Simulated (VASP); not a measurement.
# Sb in VASP: notebook

Runs on Sb. Level: PBE. Tasks: single point.

All numbers are computed with VASP 6.6.1; they aren't measurements. Logs are shortened: lines on timing, memory, paths and dates and some standing lists are left out, and cuts for length are marked.

## (1) The cell of the first run

The typed cell holds 2 atoms: a = 3.048 Å, b = 4.418 Å, c = 4.417 Å, α = 90.00°, β = 90.12°, γ = 90.00°.

## (2) Single point, PBE (uniaxial strain along a: -2.0 %)

INCAR reads:

```
SYSTEM = Sb
ALGO = Normal
EDIFF = 1E-6
ENCUT = 520
GGA = PE
ISIF = 2
ISMEAR = 0
LASPH = .True.
LCHARG = .False.
LREAL = .False.
LWAVE = .False.
NBANDS = 12
NELM = 80
PREC = Accurate
SIGMA = 0.1
```

KPOINTS reads:

```
k-points
0
Gamma
  14 10 10
  0 0 0
```

POSCAR reads:

```
Sb
1.0
    3.0482684074      0.0000000000      0.0000000000
    0.0000000000      4.4184059898      0.0000000000
   -0.0093062882      0.0000000000      4.4171024780
Sb
2
Direct
    0.0001822423      0.7500000000      0.7499297063
    0.9998177577      0.2500000000      0.2500702937
```

Potentials or basis: VASP PAW PBE potentials, release 64 (Sb).

Launch:

```console
$ cat potpaw_PBE.64/Sb/POTCAR > POTCAR
$ mpirun -np 1 vasp_std > vasp.out
```

OUTCAR:

```text
SYSTEM = Sb
   EDIFF = 1E-6
   ENCUT = 520
   GGA = PE
   ISIF = 2
   ISMEAR = 0
   LASPH = .True.
   LREAL = .False.
   NELM = 80
   PREC = Accurate

 ion  position               nearest neighbor table
   1  0.000  0.750  0.750-   2 3.12   2 3.12   2 3.12   2 3.12
   2  1.000  0.250  0.250-   1 3.12   1 3.12   1 3.12   1 3.12

  LATTYP: Found a simple monoclinic cell.
 ALAT       =     3.0482684074
 B/A-ratio  =     1.4494806229
 C/A-ratio  =     1.4490562153
 COS(beta)  =    -0.0021068716

  Lattice vectors:

 A1 = (   3.0482684074,   0.0000000000,   0.0000000000)
 A2 = (   0.0000000000,   4.4184059898,   0.0000000000)
 A3 = (  -0.0093062882,   0.0000000000,   4.4171024780)

Analysis of symmetry for initial positions (statically):
=====================================================================
 Subroutine PRICEL returns:
 Original cell was already a primitive cell.

 Routine SETGRP: Setting up the symmetry group for a
 simple monoclinic supercell.

 Subroutine GETGRP returns: Found  4 space group operations
 (whereof  2 operations were pure point group operations)
 out of a pool of  4 trial point group operations.

The static configuration has the point symmetry S_2 .
 The point group associated with its full space group is C_2h.

Analysis of symmetry for dynamics (positions and initial velocities):
=====================================================================
 Subroutine PRICEL returns:
 Original cell was already a primitive cell.

 Routine SETGRP: Setting up the symmetry group for a
 simple monoclinic supercell.

 Subroutine GETGRP returns: Found  4 space group operations
 (whereof  2 operations were pure point group operations)
 out of a pool of  4 trial point group operations.

The dynamic configuration has the point symmetry S_2 .
 The point group associated with its full space group is C_2h.

 Subroutine INISYM returns: Found  4 space group operations
 (whereof  2 operations are pure point group operations),
 and found     1 'primitive' translations

----------------------------------------------------------------------------------------

                                     Primitive cell

  volume of cell :      59.4917

  direct lattice vectors                    reciprocal lattice vectors
     3.048268407  0.000000000  0.000000000     0.328055101  0.000000000  0.000691171
     0.000000000  4.418405990  0.000000000     0.000000000  0.226325965  0.000000000
    -0.009306288  0.000000000  4.417102478     0.000000000  0.000000000  0.226392755

  length of vectors
     3.048268407  4.418405990  4.417112282     0.328055829  0.226325965  0.226392755

  position of ions in fractional coordinates (direct lattice)
     0.000182242  0.750000000  0.749929706
     0.999817758  0.250000000  0.250070294

  ion indices of the primitive-cell ions
   primitive index   ion index
                 1           1
                 2           2

----------------------------------------------------------------------------------------

 KPOINTS: k-points

Automatic generation of k-mesh.
 Grid dimensions read from file:
 generate k-points for:   14   10   10

 Generating k-lattice:

  Cartesian coordinates                     Fractional coordinates (reciprocal lattice)
     0.023432507  0.000000000  0.000049369     0.071428571  0.000000000  0.000000000
     0.000000000  0.022632597  0.000000000     0.000000000  0.100000000  0.000000000
     0.000000000  0.000000000  0.022639276     0.000000000  0.000000000  0.100000000

  Length of vectors
     0.023432559  0.022632597  0.022639276

  Shift w.r.t. Gamma in fractional coordinates (k-lattice)
     0.000000000  0.000000000  0.000000000

 Subroutine IBZKPT returns following result:
 ===========================================

 Found    432 irreducible k-points:

 Following reciprocal coordinates:
            Coordinates               Weight
  0.000000  0.000000  0.000000      1.000000
  0.071429  0.000000  0.000000      2.000000
  0.142857  0.000000  0.000000      2.000000
  0.214286  0.000000  0.000000      2.000000
  0.285714  0.000000  0.000000      2.000000
  0.357143  0.000000  0.000000      2.000000
[... 16 lines left out ...]
  0.428571  0.200000  0.000000      4.000000
  0.500000  0.200000  0.000000      2.000000
 [... further k-points ...]
   k-points           NKPTS =    432   k-points in BZ     NKDIM =    432   number of bands    NBANDS=     12
   number of dos      NEDOS =    301   number of ions     NIONS =      2
   total plane-waves  NPLWV =  31104
   dimension x,y,z NGX =    24 NGY =   36 NGZ =   36
   dimension x,y,z NGXF=    48 NGYF=   72 NGZF=   72
   ions per type =               2
   NGX,Y,Z   is equivalent  to a cutoff of  13.09, 13.55, 13.55 a.u.
   NGXF,Y,Z  is equivalent  to a cutoff of  26.18, 27.09, 27.10 a.u.
 SYSTEM =  Sb
   PREC   = accura    normal or accurate (medium, high low for compatibility)
   ISTART =      0    job   : 0-new  1-cont  2-samecut
   ICHARG =      2    charge: 1-file 2-atom 10-const
   ISPIN  =      1    spin polarized calculation?
   LNONCOLLINEAR =      F non collinear calculations
   LSORBIT =      F    spin-orbit coupling
   LASPH  =      T    aspherical Exc in radial PAW
   ENCUT  =  520.0 eV  38.22 Ry    6.18 a.u.   5.67  8.22  8.21*2*pi/ulx,y,z
   NELM   =     80;   NELMIN=  2; NELMDL= -5     # of ELM steps
   EDIFF  = 0.1E-05   stopping-criterion for ELM
   LREAL  =      F    real-space projection
   EDIFFG = 0.1E-04   stopping-criterion for IOM
   NSW    =      0    number of steps for IOM
   IBRION =     -1    ionic relax: 0-MD 1-quasi-New 2-CG
   NFREE  =      0    steps in history (QN), initial steepest desc. (CG)
   ISIF   =      2    stress and relaxation
   ISYM   =      2    0-nonsym 1-usesym 2-fastsym
   POTIM  = 0.5000    time-step for ionic-motion
   TEBEG  =    0.0;   TEEND  =   0.0 temperature during run
   PSTRESS=    0.0 pullay stress
   NELECT =      10.0000    total number of electrons
   NUPDOWN=      -1.0000    fix difference up-down
   EMIN   =  10.00;   EMAX   =-10.00  energy-range for DOS
   EFERMI =   0.00;   METHOD = LEGACY
   ISMEAR =     0;   SIGMA  =   0.10  broadening in eV -4-tet -1-fermi 0-gaus
   EFERMI_NEDOS =   21; number of points for ismear=-14 and -15
   IALGO  =     38    algorithm
   IMIX   =      4    mixing-type and parameters
     AMIX     =   0.40;   BMIX     =  1.00
     AMIX_MAG =   1.60;   BMIX_MAG =  1.00
  volume/ion in A,a.u.               =      29.75       200.73
  Fermi-wavevector in a.u.,A,eV,Ry     =   0.903489  1.707346 11.106325  0.816292
  Thomas-Fermi vector in A             =   2.026820
   LORBIT       =      0    0 simple, 1 ext, 2 COOP (PROOUT), +10 PAW based schemes
   GGA     = PE    functional components
   LHFCALC =     F    Hartree Fock is set to
   AEXX    =    0.0000 exact exchange contribution
   IVDW    =     0    specifies the selected vdW correction
   LEPSILON=     F    determine dielectric tensor
   LRPA    =     F    only Hartree local field effects (RPA)
 non-spin polarized calculation
 Gauss-broadening in eV      SIGMA  =   0.10
  energy-cutoff  :      520.00
  volume of cell :       59.49
 maximum number of plane-waves:      1636
   NGX = 11   NGY = 17   NGZ = 17

 number of electron      10.0000000 magnetization

 number of electron       9.9999999 magnetization

 Free energy of the ion-electron system (eV)
  ---------------------------------------------------
  ext. energy  EPLUGINS =         0.00000000
  ---------------------------------------------------
  free energy    TOTEN  =        -8.17837623 eV

  energy without entropy =       -8.17211583  energy(sigma->0) =       -8.17524603

 E-fermi :   7.1564     XC(G=0):  -9.6347

 val. band max:        7.1546893877   @ k =   0.2143   0.2000   0.3000
 cond. band min:       7.1573534954   @ k =   0.2143   0.3000   0.2000
 fundamental gap:      0.0026641076
 Fermi energy:         7.1563889384

 k-point     1 :       0.0000    0.0000    0.0000
  band No.  band energies     occupation
      1      -5.2405      2.00000
      2      -0.4550      2.00000
      3       3.5743      2.00000
      4       3.5776      2.00000
      5       9.3025      0.00000
      6      10.2126      0.00000
      7      10.2140      0.00000
      8      10.9189      0.00000
      9      13.9314      0.00000
     10      14.1661      0.00000
     11      14.8447      0.00000
     12      15.5518      0.00000

 k-point     2 :       0.0714    0.0000    0.0000
  band No.  band energies     occupation
      1      -5.1622      2.00000
      2      -0.3743      2.00000
      3       3.6484      2.00000
      4       3.6517      2.00000
      5       9.3756      0.00000
      6       9.9082      0.00000
      7      10.2909      0.00000
      8      10.2922      0.00000
      9      13.9932      0.00000
     10      14.0475      0.00000
     11      14.5449      0.00000
     12      16.3414      0.00000

 k-point     3 :       0.1429    0.0000    0.0000
  band No.  band energies     occupation
      1      -4.9288      2.00000
      2      -0.1321      2.00000
      3       3.8657      2.00000
      4       3.8690      2.00000
      5       8.1075      0.00000
      6       9.5941      0.00000
      7      10.5201      0.00000
      8      10.5215      0.00000
      9      12.3945      0.00000
     10      14.1776      0.00000
     11      14.8908      0.00000
     12      17.2386      0.00000
[... 286 lines left out ...]
 k-point    23 :       0.4286    0.2000    0.0000
  band No.  band energies     occupation
      1      -2.5754      2.00000
      2       1.2448      2.00000
      3       2.2490      2.00000
      4       5.2728      2.00000
      5       5.8730      2.00000
      6       6.4234      2.00000
      7      10.7363      0.00000
      8      11.1305      0.00000
      9      11.9401      0.00000
     10      12.5066      0.00000
     11      12.9328      0.00000
     12      15.7230      0.00000

 k-point    24 :       0.5000    0.2000    0.0000
  band No.  band energies     occupation
      1      -2.3089      2.00000
      2       1.5778      2.00000
      3       1.8036      2.00000
      4       4.8129      2.00000
      5       6.0329      2.00000
      6       6.5540      2.00000
      7      10.9123      0.00000
      8      11.3511      0.00000
      9      11.6623      0.00000
     10      12.2051      0.00000
     11      13.1827      0.00000
     12      15.4169      0.00000

 [... further k-points ...]

------------------------ aborting loop because EDIFF is reached ----------------------------------------

  FORCE on cell =-STRESS in cart. coord.  units (eV):
  Direction    XX          YY          ZZ          XY          YZ          ZX
  --------------------------------------------------------------------------------------
  -------------------------------------------------------------------------------------
  Total        1.1422225     -0.2033909     -0.2011266      0.0000000      0.0000000      0.0053329
  in kB       30.7613219     -5.4775442     -5.4165630      0.0000000      0.0000000      0.1436216
  external PRESSURE =       6.6224049 kB  Pullay stress =       0.0000000 kB

 VOLUME and BASIS-vectors are now :
 -----------------------------------------------------------------------------
  energy-cutoff  :      520.00
  volume of cell :       59.49
      direct lattice vectors                 reciprocal lattice vectors
     3.048268407  0.000000000  0.000000000     0.328055101  0.000000000  0.000691171
     0.000000000  4.418405990  0.000000000     0.000000000  0.226325965  0.000000000
    -0.009306288  0.000000000  4.417102478     0.000000000  0.000000000  0.226392755

 POSITION                                       TOTAL-FORCE (eV/Angst)
 -----------------------------------------------------------------------------------
     -0.00642      3.31380      3.31252        -0.000668     -0.000000      0.001043
      3.04539      1.10460      1.10459         0.000668      0.000000     -0.001043
 -----------------------------------------------------------------------------------
    total drift:                               -0.000000      0.000000      0.000000

  FREE ENERGIE OF THE ION-ELECTRON SYSTEM (eV)
  ---------------------------------------------------
  free  energy   TOTEN  =        -8.1783762294 eV

  energy  without entropy=       -8.1721158293  energy(sigma->0) =       -8.17524603
```

Wall time 3.5 min (1 thread of Intel Xeon 8259CL, shared host); peak memory 0.39 GiB.

Results:

```yaml
Free_energy: -8.1784 eV
Pressure: 0.7 GPa
Band_gap_on_the_k_mesh: zero (bands 5 and 6 overlap by 8.33 eV)
```

Caveat: the cell differs from its parent crystal (uniaxial strain along a: -2.0 %); spin-orbit coupling is left out, which moves the levels of the heavy elements.

## (3) Single point, PBE (uniaxial strain along a: +6.0 %)

INCAR reads:

```
SYSTEM = Sb
PREC = Accurate
ENCUT = 500
EDIFF = 1E-6
ISMEAR = 0
SIGMA = 0.1
LREAL = .False.
LASPH = .True.
NELM = 120
ALGO = Normal
ISIF = 2
LWAVE = .False.
LCHARG = .True.
GGA = PE
LELF = .True.
LVHAR = .True.
NBANDS = 22
GGA_COMPAT = .False.
```

KPOINTS reads:

```
Automatic mesh
0
Gamma
  14 10 10
  0 0 0
```

POSCAR reads:

```
Sb
1.0
    3.2971066448      0.0000000000      0.0000000000
    0.0000000000      4.3304775124      0.0000000000
   -0.0100659852      0.0000000000      4.3291999411
Sb
2
Direct
    0.0000091016      0.7500000000      0.7499771490
    0.9999908984      0.2500000000      0.2500228510
```

Potentials or basis: VASP PAW PBE potentials, release 64 (Sb_d_GW).

Launch:

```console
$ cat potpaw_PBE.64/Sb_d_GW/POTCAR > POTCAR
$ mpirun -np 1 vasp_std > vasp.out
```

It took 2.6 min on 1 thread of Intel Xeon 6975P-C (Granite Rapids), shared host; peak memory 0.61 GiB.

The run converged. Its results:

```
Free energy            : -8.1306 eV
Pressure               : -0.9 GPa
Band gap on the k mesh : zero (bands 15 and 16 overlap by 7.04 eV)
```

Stress tensor (GPa, compression positive):
```
-5.94  0.00  0.02
 0.00  1.63  0.00
 0.02  0.00  1.64
```

Levels at points of the mesh, in eV from the Fermi level:
```tsv
k point	band 13	band 14	band 15	band 16	band 17	band 18
(0.00, 0.00, 0.00)	-3.26	-3.26	1.93	2.46	3.85	3.86
(0.50, 0.00, 0.00)	-4.68	-1.87	-1.87	-0.81	4.59	5.19
(0.00, 0.50, 0.00)	-0.98	-0.98	-0.42	-0.42	3.66	3.66
(0.50, 0.50, 0.00)	-3.45	-3.45	0.46	0.46	1.40	1.40
(0.00, 0.00, 0.50)	-0.99	-0.98	-0.43	-0.43	3.66	3.67
(0.50, 0.00, 0.50)	-3.45	-3.45	0.46	0.46	1.40	1.40
(0.00, 0.50, 0.50)	-5.40	-5.40	4.04	4.04	6.02	6.02
(0.50, 0.50, 0.50)	-3.89	-3.89	-2.94	-2.94	2.32	2.32
```

Caveat: the cell differs from its parent crystal (uniaxial strain along a: +6.0 %); the stress differs along the axes, from -6 to 2 GPa; spin-orbit coupling is left out, which moves the levels of the heavy elements.

The gap in the log of VASP goes by the Fermi energy; the results here count the filled bands.